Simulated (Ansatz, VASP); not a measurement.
# One calculation of C, two programs

Contents of INCAR:

```
  ALGO = Normal
  EDIFF = 1E-6
  EDIFFG = -0.04
  ENCUT = 600
  GGA = PE
  IBRION = 2
  ISIF = 3
  ISMEAR = 0
  LASPH = True
  LCHARG = False
  LREAL = False
  LWAVE = False
  NELM = 60
  NSW = 90
  PREC = Accurate
  SIGMA = 0.1
```

KPOINTS

```
k-points
0
Gamma
  6 6 6
```

The input POSCAR:

```
C
1.0
    3.2084004900      0.0000000000      0.0000000000
   -1.6042002400      2.7785563300      0.0000000000
    0.0000000000      0.0000000000      2.8652681600
C
4
Direct
    0.5000000000      0.0000000000      0.2534999100
    0.0000000000      0.5000000000      0.2534999100
    0.5000000000      0.5000000000      0.2534999100
    0.0000000000      0.0000000000      0.5864691200
```

Input for Ansatz:

```yaml
crystal:
  lattice:
    - [3.20840049, 0.0, 0.0]
    - [-1.60420024, 2.77855633, 0.0]
    - [0.0, 0.0, 2.86526816]
  atoms:
    - { symbol: C, position: [0.5, 0.0, 0.25349991] }
    - { symbol: C, position: [0.0, 0.5, 0.25349991] }
    - { symbol: C, position: [0.5, 0.5, 0.25349991] }
    - { symbol: C, position: [0.0, 0.0, 0.58646912] }
basis:
  ecutwfc: 420
kpoints:
  mp_grid: { grid: [6, 6, 6] }
hamiltonian:
  xc: pbe
scf:
  occupations: { method: gaussian, width: 0.1 }
  lower_state_search: "off"
output:
  forces: true
  stress: true
  eigenvalues: true
relax:
  adjacent_minimum: "off"
  f_tol: 0.04
  max_steps: 70
  cell: { stress_tol: 0.4 }
```

Alike in both runs: task relaxation of cell and atoms; functional PBE; k mesh 6 × 6 × 6; occupations gaussian, width 0.1 eV; no spin polarisation.

|  | VASP | Ansatz |
| --- | --- | --- |
| version | VASP 6.6.1 | Ansatz 0.2.0 |
| potentials or method | VASP PAW PBE potentials, release 64 (C), cutoff 600 eV | scalar-relativistic, plane waves, PAW |
| valence electrons in the cell | 16 | 16 |

|  | VASP | Ansatz | Ansatz less VASP |
| --- | --- | --- | --- |
| gap on the k mesh at the Fermi level, each at its own relaxed structure (eV) | none | none | - |
| relaxed volume (Å³/atom) | 7.88 | 7.69 | -0.187 |
| relaxed length of the cell vector where the two differ most in proportion (Å) | 3.479 | 3.373 | -0.1063 |

A gap of «none» marks a metal or a gap that the smearing closes.

The k mesh is coarse, so the values compare programs but aren't converged. Noted on VASP's run: the volume moved by over 15 % at a fixed basis, so the end points are rough.
